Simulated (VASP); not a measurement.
W (a cell with a defect): relaxation of the atoms with PBE+D3(BJ)

System: W (a cell with a defect).

```
W
1.0
     6.32000    0.00000    0.00000
     0.00000    6.32000    0.00000
     0.00000    0.00000    6.32000
W
15
Direct
  0.75000 0.25000 0.25000
  0.50000 0.00000 0.00000
  0.00000 0.50000 0.00000
  0.00000 0.00000 0.50000
  0.25000 0.25000 0.25000
  0.50000 0.50000 0.00000
  0.50000 0.00000 0.50000
  0.00000 0.50000 0.50000
  0.25000 0.75000 0.25000
  0.25000 0.25000 0.75000
  0.50000 0.50000 0.50000
  0.75000 0.75000 0.25000
  0.75000 0.25000 0.75000
  0.25000 0.75000 0.75000
  0.75000 0.75000 0.75000
```

```yaml
Program: VASP 6.6.1
Task: relaxation of the atoms
Functional: PBE
Dispersion: D3(BJ)
Potentials_or_basis: VASP PAW PBE potentials, release 64 (W_sv)
Cutoff: 520 eV
k_mesh: 3 × 3 × 3
Occupations: gaussian, width 0.05 eV
Spin: no spin polarisation
Dipole_correction: no
Further_INCAR_settings: LREAL = Auto; ALGO = Normal; EDIFF = 1e-06; IBRION = 2; EDIFFG = -0.03; NSW = 80
```

```yaml
Energy_gained_by_relaxing: 5.0 meV/atom
Ionic_steps: 3
Pressure_after_relaxing: -6.5 GPa
Band_gap_on_the_k_mesh: zero (bands 105 and 106 overlap by 0.01 eV)
Dispersion_energy_per_atom: -0.654 eV
```

The path:
```
step  energy change (eV)  largest force (eV/Å)  pressure (GPa)
   1              0.0000                0.6287           -5.74
   2             -0.0746                0.0361           -6.55
   3             -0.0748                0.0012           -6.52
```

Final structure:
```xyz
15
Lattice="6.3200 0.0000 0.0000 0.0000 6.3200 0.0000 0.0000 0.0000 6.3200" Properties=species:S:1:pos:R:3 pbc="T T T"
W     4.7566    1.5634    1.5634
W     3.1600    0.0000    0.0000
W     0.0000    3.1600    0.0000
W     0.0000    0.0000    3.1600
W     1.5634    1.5634    1.5634
W     3.1600    3.1600    0.0000
W     3.1600    0.0000    3.1600
W     0.0000    3.1600    3.1600
W     1.5634    4.7566    1.5634
W     1.5634    1.5634    4.7566
W     3.1600    3.1600    3.1600
W     4.7566    4.7566    1.5634
W     4.7566    1.5634    4.7566
W     1.5634    4.7566    4.7566
W     4.7566    4.7566    4.7566
```

Levels at points of the mesh, in eV from the Fermi level:
| k point | band 103 | band 104 | band 105 | band 106 | band 107 | band 108 |
| --- | --- | --- | --- | --- | --- | --- |
| (0.00, 0.00, 0.00) | -0.06 | -0.06 | -0.06 | 1.06 | 1.06 | 1.06 |

It took 2.6 min on 4 MPI ranks on Oxide Virtual Turin-like Processor, on a shared host, peak memory 0.38 GiB a rank.

Caveat: spin-orbit coupling is left out, which moves the levels of the heavy elements.
